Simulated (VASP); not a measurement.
Wanted: the native input for a VASP 6.6.1 run.

* Task: single point
* Functional: PBEsol
* Potentials or basis: VASP PAW PBE potentials, release 64 (Al, N)
* Cutoff: 520 eV
* k mesh: 9 × 9 × 6
* Occupations: gaussian, width 0.05 eV
* Spin: no spin polarisation
* Dipole correction: no
* Further INCAR settings: ALGO = Normal; EDIFF = 1e-06; NBANDS = 16

The structure of AlN lies in POSCAR:

```
AlN
1.0
    3.1859303796      0.0000000000      0.0000000000
   -1.5929651898      2.7590966434      0.0000000000
    0.0000000000      0.0000000000      4.1254612485
Al N
2 2
Direct
    0.3333333333      0.6666666667      0.7500000000
    0.6666666667      0.3333333333      0.2500000000
    0.3333333333      0.6666666667      0.2500000000
    0.6666666667      0.3333333333      0.7500000000
```

This cell differs from its parent crystal: volume 9.066 Å^3 an atom, c/a of the conventional cell 1.2949.

These files were run (other wordings do the same):

INCAR

```
PREC = Accurate ; ENCUT = 520
EDIFF = 1E-6 ; ISMEAR = 0
SIGMA = 0.05 ; LREAL = F
LASPH = T ; NELM = 100
ALGO = Normal ; ISIF = 2
LWAVE = F ; LCHARG = F
GGA = PS ; NBANDS = 16
```

KPOINTS

```
regular mesh
0
Gamma
  9 9 6
```

Potentials or basis: VASP PAW PBE potentials, release 64 (Al, N).

Launch:

```bash
$ cat potpaw_PBE.64/Al/POTCAR potpaw_PBE.64/N/POTCAR > POTCAR
$ mpirun -np 1 vasp_std > vasp.out
```

It gave:

* Pressure: 20.1 GPa
* Band gap on the k mesh: 3.83 eV, direct

Caveat: the PAW data sets were made with another functional, which shifts forces and pressure a little.

Wall time 13 s on 1 thread of AMD EPYC 9R14 (Zen 4), with other jobs on the host, peak memory 0.12 GiB.
